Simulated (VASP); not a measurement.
# Si16Au (a cell with a defect) in VASP: a series of runs, part 2 of 2

VASP 6.6.1.

## Step 3: Single point, PBE, collinear spin, zero start

File INCAR:

```
SYSTEM = Si16Au
PREC = Accurate
ENCUT = 520
EDIFF = 1E-6
ISMEAR = 0
SIGMA = 0.05
LREAL = Auto
LASPH = .True.
NELM = 150
ALGO = Normal
ISIF = 2
LWAVE = .False.
LCHARG = .False.
ISPIN = 2
MAGMOM = 0 0 0 0 0 0 0 0 0 0 0 0 0 0 0 0 0
LORBIT = 11
LMAXMIX = 4
GGA = PE
NBANDS = 56
```

File KPOINTS:

```
Automatic mesh
0
Gamma
  2 2 2
  0 0 0
```

File POSCAR:

```
Si16Au
1.0
    0.0000000000      5.4300000000      5.4300000000
    5.4300000000      0.0000000000      5.4300000000
    5.4300000000      5.4300000000      0.0000000000
Si Au
16 1
Direct
   -0.0168116022      0.0478773481      0.0001876611
    0.1403661142      0.1259836096      0.1264788214
    0.0168623389     -0.0177829650      0.5059855433
    0.1313519337      0.1085567219      0.6435427256
    0.0051477901      0.5197085635     -0.0023658379
    0.1044992634      0.6854362799      0.1190410681
   -0.0040100368      0.5080223757      0.5142533149
    0.1444319521      0.6121479742      0.6293689687
    0.5156091160     -0.0149638122     -0.0017043278
    0.6215179558      0.1262212707      0.1264604972
    0.5096850829     -0.0178003683      0.5059302026
    0.6439402394      0.1001133517      0.6266505525
    0.4911584715      0.5201906998     -0.0023527624
    0.6349159300      0.6141089319      0.1301420810
    0.5174749540      0.4754891344      0.5038112339
    0.6282888582      0.6121279006      0.6294069061
    0.2267309392      0.3013506446      0.2595134438
```

Potentials or basis: VASP PAW PBE potentials, release 64 (Si, Au).

On the command line:

```
cat potpaw_PBE.64/Si/POTCAR potpaw_PBE.64/Au/POTCAR > POTCAR
mpirun -np 1 vasp_std > vasp.out
```

OUTCAR:

```text
SYSTEM = Si16Au
   PREC = Accurate
   ENCUT = 520
   EDIFF = 1E-6
   ISMEAR = 0
   LREAL = Auto
   LASPH = .True.
   NELM = 150
   ISIF = 2
   ISPIN = 2
   LORBIT = 11
   GGA = PE

 ion  position               nearest neighbor table
   1  0.983  0.048  0.000-   4 2.27   6 2.27   2 2.29  10 2.29
   2  0.140  0.126  0.126-   1 2.29   9 2.36   3 2.38   5 2.47  17 2.50
   3  0.017  0.982  0.506-   8 2.32  12 2.34   4 2.37   2 2.38  17 2.91
   4  0.131  0.109  0.644-   1 2.27  11 2.37   3 2.37  17 2.45   7 2.50
   5  0.005  0.520  0.998-   8 2.32  14 2.33   6 2.44   2 2.47  17 2.64
   6  0.104  0.685  0.119-   1 2.27  17 2.41   5 2.44  13 2.44   7 2.50
   7  0.996  0.508  0.514-   8 2.31  16 2.31   6 2.50   4 2.50  17 2.51
   8  0.144  0.612  0.629-   7 2.31   5 2.32   3 2.32  15 2.34
   9  0.516  0.985  0.998-  14 2.33  12 2.33   2 2.36  10 2.36  17 3.14
  10  0.622  0.126  0.126-   1 2.29   9 2.36  11 2.38  13 2.47  17 2.50
  11  0.510  0.982  0.506-  16 2.32  12 2.34   4 2.37  10 2.38  17 2.91
[... 1103 lines left out ...]
      3.04549      2.64031      2.86748        -0.012391     -0.000769      0.000960
 -----------------------------------------------------------------------------------
    total drift:                                0.006295      0.002117     -0.000593

  FREE ENERGIE OF THE ION-ELECTRON SYSTEM (eV)
  ---------------------------------------------------
  free  energy   TOTEN  =       -85.6466629156 eV

  energy  without entropy=      -85.6392935452  energy(sigma->0) =      -85.64297823

 total charge

# of ion       s       p       d       tot
------------------------------------------
    1        0.786   0.959   0.000   1.745
    2        0.734   0.953   0.000   1.687
    3        0.743   0.943   0.000   1.685
    4        0.741   0.951   0.000   1.692
    5        0.738   0.935   0.000   1.673
    6        0.750   0.929   0.000   1.679
[... 9 lines left out ...]
   16        0.742   0.966   0.000   1.708
   17        0.736   0.570   8.730  10.036
--------------------------------------------------
tot         12.635  15.773   8.730  37.138

 magnetization (x)

# of ion       s       p       d       tot
------------------------------------------
    1       -0.000  -0.000   0.000  -0.000
    2        0.000   0.000   0.000   0.000
    3       -0.000  -0.000   0.000  -0.000
    4        0.000   0.000   0.000   0.000
    5        0.000   0.000   0.000   0.000
    6       -0.000  -0.000   0.000  -0.000
[... 9 lines left out ...]
   16        0.000   0.000   0.000   0.000
   17       -0.000   0.000  -0.000  -0.000
--------------------------------------------------
tot         -0.000  -0.000  -0.000  -0.000
```

OSZICAR:

```text
N       E                     dE             d eps       ncg     rms          rms(c)
DAV:   1     0.206192262691E+03    0.20619E+03   -0.29328E+04  1792   0.112E+03
DAV:   2    -0.732722495865E+02   -0.27946E+03   -0.26189E+03  2176   0.179E+02
DAV:   3    -0.889285151830E+02   -0.15656E+02   -0.15301E+02  2216   0.373E+01
DAV:   4    -0.892451556277E+02   -0.31664E+00   -0.31461E+00  2272   0.628E+00
DAV:   5    -0.892529872451E+02   -0.78316E-02   -0.78233E-02  2224   0.931E-01    0.199E+01
DAV:   6    -0.863500528888E+02    0.29029E+01   -0.18647E+01  2048   0.273E+01    0.198E+01
DAV:   7    -0.858552765220E+02    0.49478E+00   -0.40141E+00  2056   0.104E+01    0.997E+00
DAV:   8    -0.857021479886E+02    0.15313E+00   -0.14029E+00  2136   0.572E+00    0.250E+00
DAV:   9    -0.856385252954E+02    0.63623E-01   -0.26558E-01  2096   0.387E+00    0.495E-01
DAV:  10    -0.856450445982E+02   -0.65193E-02   -0.61893E-02  2224   0.849E-01    0.390E-01
DAV:  11    -0.856456389623E+02   -0.59436E-03   -0.31791E-03  2064   0.372E-01    0.228E-01
DAV:  12    -0.856469427181E+02   -0.13038E-02   -0.29690E-03  2056   0.237E-01    0.140E-01
DAV:  13    -0.856467391155E+02    0.20360E-03   -0.37711E-04  2184   0.130E-01    0.816E-02
DAV:  14    -0.856466580802E+02    0.81035E-04   -0.39558E-04  2056   0.101E-01    0.242E-02
DAV:  15    -0.856466623130E+02   -0.42328E-05   -0.39802E-05  2240   0.225E-02    0.121E-02
DAV:  16    -0.856466629156E+02   -0.60261E-06   -0.96259E-06  2032   0.196E-02
   1 F= -.85646663E+02 E0= -.85642978E+02  d E =-.736937E-02  mag=     0.0000
```

stdout:

```text
POSCAR found type information on POSCAR SiAu
 POSCAR found :  2 types and      17 ions
 scaLAPACK will be used
 LDA part: xc-table for (Slater+PW92), standard interpolation
 POSCAR, INCAR and KPOINTS ok, starting setup
 FFT: planning ... GRIDC
 FFT: planning ... GRID_SOFT
 FFT: planning ... GRID
 WAVECAR not read
 entering main loop
```

Wall time 5 min (1 thread of Intel Xeon 6975P-C (Granite Rapids), shared host); peak memory 0.73 GiB.

What came out:

```
Free energy                                           : -85.6467 eV
Pressure                                              : 7.2 GPa
Largest force                                         : 0.013 eV/Å
Net moment                                            : 0.00 μB per cell
Valence electrons inside the program's atomic spheres : Si 1.75, 1.69, 1.67, 1.68, 1.71, 1.70; Au 10.04
```

Forces in eV/Å, atoms in the order of the input:
```
Si  -0.007 -0.002  0.002
Si   0.007  0.006 -0.003
Si   0.004 -0.006  0.008
Si   0.005 -0.008  0.008
Si  -0.004  0.010 -0.004
Si   0.000  0.003  0.001
Si  -0.007  0.001 -0.002
Si   0.002 -0.001  0.003
Si   0.001 -0.001  0.002
Si   0.009  0.003 -0.006
Si   0.003 -0.011  0.006
Si  -0.001  0.003 -0.001
Si  -0.006  0.006 -0.011
Si   0.006 -0.001  0.000
Si  -0.002  0.004 -0.002
Si   0.002 -0.005 -0.002
Au  -0.012 -0.001  0.001
```

Levels at points of the mesh, in eV from the Fermi level:
Spin up:
| k point | band 35 | band 36 | band 37 | band 38 | band 39 | band 40 |
| --- | --- | --- | --- | --- | --- | --- |
| (0.00, 0.00, 0.00) | -1.01 | -0.78 | -0.67 | -0.24 | 0.06 | 0.11 |
| (0.50, 0.00, 0.00) | -1.34 | -1.14 | -0.86 | -0.04 | 0.51 | 0.74 |
| (0.00, 0.50, 0.00) | -1.37 | -1.09 | -0.98 | -0.11 | 0.75 | 0.76 |
| (0.00, 0.00, 0.50) | -1.31 | -1.15 | -1.10 | 0.07 | 0.58 | 0.69 |
| (0.50, 0.50, 0.50) | -1.34 | -1.14 | -0.86 | -0.04 | 0.51 | 0.74 |
| (0.50, 0.50, 0.00) | -1.87 | -1.86 | -1.12 | 0.09 | 0.64 | 1.41 |
| (0.00, 0.50, 0.50) | -1.93 | -1.70 | -0.99 | 0.04 | 0.65 | 1.45 |
| (0.50, 0.00, 0.50) | -1.87 | -1.86 | -1.12 | 0.09 | 0.64 | 1.41 |
Spin down:
```csv
k point,band 34,band 35,band 36,band 37,band 38,band 39,band 40,band 41
"(0.00, 0.00, 0.00)",-1.15,-1.01,-0.78,-0.67,-0.24,0.06,0.11,0.27
"(0.50, 0.00, 0.00)",-1.46,-1.34,-1.14,-0.86,-0.04,0.51,0.74,0.94
"(0.00, 0.50, 0.00)",-1.50,-1.37,-1.09,-0.98,-0.11,0.75,0.76,0.79
"(0.00, 0.00, 0.50)",-1.46,-1.31,-1.15,-1.10,0.07,0.58,0.69,0.91
"(0.50, 0.50, 0.50)",-1.46,-1.34,-1.14,-0.86,-0.04,0.51,0.74,0.94
"(0.50, 0.50, 0.00)",-2.04,-1.87,-1.86,-1.12,0.09,0.64,1.41,1.55
"(0.00, 0.50, 0.50)",-2.12,-1.93,-1.70,-0.99,0.04,0.65,1.45,1.57
"(0.50, 0.00, 0.50)",-2.04,-1.87,-1.86,-1.12,0.09,0.64,1.41,1.55
```

Caveat: the k points lie up to 0.50 Å⁻¹ apart; spin-orbit coupling is left out, which moves the levels of the heavy elements.

## Step 4: Single point, PBE, collinear spin, zero start

File INCAR:

```
SYSTEM = Si16Au
ALGO = Normal ; EDIFF = 1E-7
ENCUT = 520 ; GGA = PE
ISIF = 2 ; ISMEAR = 0
ISPIN = 2 ; LASPH = .TRUE.
LCHARG = .FALSE. ; LMAXMIX = 4
LORBIT = 11 ; LREAL = Auto
LWAVE = .FALSE. ; MAGMOM = 0 0 0 0 0 0 0 0 0 0 0 0 0 0 0 0 0
NBANDS = 56 ; NELM = 150
PREC = Accurate ; SIGMA = 0.05
```

File KPOINTS:

```
k-points
0
G
  2 2 2
  0 0 0
```

File POSCAR:

```
Si16Au
1.0
    0.0000000000      5.4300000000      5.4300000000
    5.4300000000      0.0000000000      5.4300000000
    5.4300000000      5.4300000000      0.0000000000
Si Au
16 1
Direct
   -0.0357971455      0.0365807551      0.0082076427
    0.1406531308      0.1131803867      0.1114148250
    0.0231145488     -0.0241139963      0.5025974217
    0.1358484346      0.1030528545      0.6520825046
    0.0100065378      0.5178326888     -0.0177750460
    0.1170498158      0.6738604972      0.1142280847
    0.0048231123      0.5093934622      0.5131069061
    0.1647387661      0.6082102210      0.6180862799
    0.5124251381     -0.0119404236     -0.0064142726
    0.5942883057      0.1395757827      0.1343936464
    0.5080610497     -0.0139024862      0.5098313996
    0.6513883978      0.1014244936      0.6222565378
    0.4909240331      0.5194969613     -0.0027024862
    0.6403715470      0.6162507366      0.1214174033
    0.5355819521      0.4754915285      0.4941987109
    0.6354977901      0.6147865562      0.6272193370
    0.1490236648      0.2989174033      0.2843455801
```

On the command line:

```
cat potpaw_PBE.64/Si/POTCAR potpaw_PBE.64/Au/POTCAR > POTCAR
mpirun -np 1 vasp_std > vasp.out
```

It took 5.3 min on 1 thread of Intel Xeon 6975P-C (Granite Rapids), shared host; peak memory 0.73 GiB.

The run converged. Its results:

```yaml
Free_energy: -85.8619 eV
Pressure: 6.9 GPa
Largest_force: 0.371 eV/Å
Net_moment: 0.00 μB per cell
Valence_electrons_inside_the_program's_atomic_spheres: Si 1.73, 1.69, 1.68, 1.71, 1.70; Au 10.05
```

Forces in eV/Å, atoms in the order of the input:
```
Si   0.007 -0.049 -0.088
Si  -0.097 -0.048 -0.022
Si  -0.037  0.026 -0.004
Si   0.015  0.090  0.019
Si  -0.032 -0.005  0.027
Si  -0.044  0.045 -0.009
Si   0.009  0.018  0.077
Si  -0.052  0.047  0.083
Si   0.008 -0.011  0.005
Si   0.096 -0.052 -0.050
Si   0.041  0.003  0.021
Si   0.007  0.035  0.048
Si   0.011  0.019  0.020
Si  -0.007 -0.003  0.038
Si  -0.023  0.033  0.092
Si   0.013  0.039  0.051
Au   0.086 -0.190 -0.306
```

Stress tensor (GPa, compression positive):
```
 6.77  0.71  0.43
 0.71  6.85 -0.45
 0.43 -0.45  7.13
```

Levels at points of the mesh, in eV from the Fermi level:
Spin up:
| k point | band 34 | band 35 | band 36 | band 37 | band 38 | band 39 | band 40 | band 41 |
| --- | --- | --- | --- | --- | --- | --- | --- | --- |
| (0.00, 0.00, 0.00) | -1.40 | -1.30 | -0.74 | -0.52 | -0.28 | -0.17 | -0.01 | 0.08 |
| (0.50, 0.00, 0.00) | -1.46 | -1.44 | -0.94 | -0.62 | -0.13 | 0.40 | 0.96 | 1.01 |
| (0.00, 0.50, 0.00) | -1.49 | -1.34 | -1.30 | -1.08 | 0.01 | 0.63 | 0.70 | 0.77 |
| (0.00, 0.00, 0.50) | -1.48 | -1.41 | -1.26 | -0.99 | 0.11 | 0.53 | 0.68 | 0.76 |
| (0.50, 0.50, 0.50) | -1.50 | -1.43 | -1.24 | -0.92 | 0.08 | 0.51 | 0.68 | 0.77 |
| (0.50, 0.50, 0.00) | -1.98 | -1.91 | -1.83 | -1.38 | 0.13 | 0.54 | 1.34 | 1.50 |
| (0.00, 0.50, 0.50) | -2.02 | -1.95 | -1.79 | -1.24 | 0.08 | 0.54 | 1.38 | 1.50 |
| (0.50, 0.00, 0.50) | -1.99 | -1.94 | -1.82 | -1.28 | 0.12 | 0.54 | 1.37 | 1.49 |
Spin down:
```tsv
k point	band 34	band 35	band 36	band 37	band 38	band 39	band 40	band 41
(0.00, 0.00, 0.00)	-1.40	-1.30	-0.74	-0.52	-0.28	-0.17	-0.01	0.08
(0.50, 0.00, 0.00)	-1.46	-1.44	-0.94	-0.62	-0.13	0.40	0.96	1.01
(0.00, 0.50, 0.00)	-1.49	-1.34	-1.30	-1.08	0.01	0.63	0.70	0.77
(0.00, 0.00, 0.50)	-1.48	-1.41	-1.26	-0.99	0.11	0.53	0.68	0.76
(0.50, 0.50, 0.50)	-1.50	-1.43	-1.24	-0.92	0.08	0.51	0.68	0.77
(0.50, 0.50, 0.00)	-1.98	-1.91	-1.83	-1.38	0.13	0.54	1.34	1.50
(0.00, 0.50, 0.50)	-2.02	-1.95	-1.79	-1.24	0.08	0.54	1.38	1.50
(0.50, 0.00, 0.50)	-1.99	-1.94	-1.82	-1.28	0.12	0.54	1.37	1.49
```

Caveat: the k points lie up to 0.50 Å⁻¹ apart; spin-orbit coupling is left out, which moves the levels of the heavy elements.
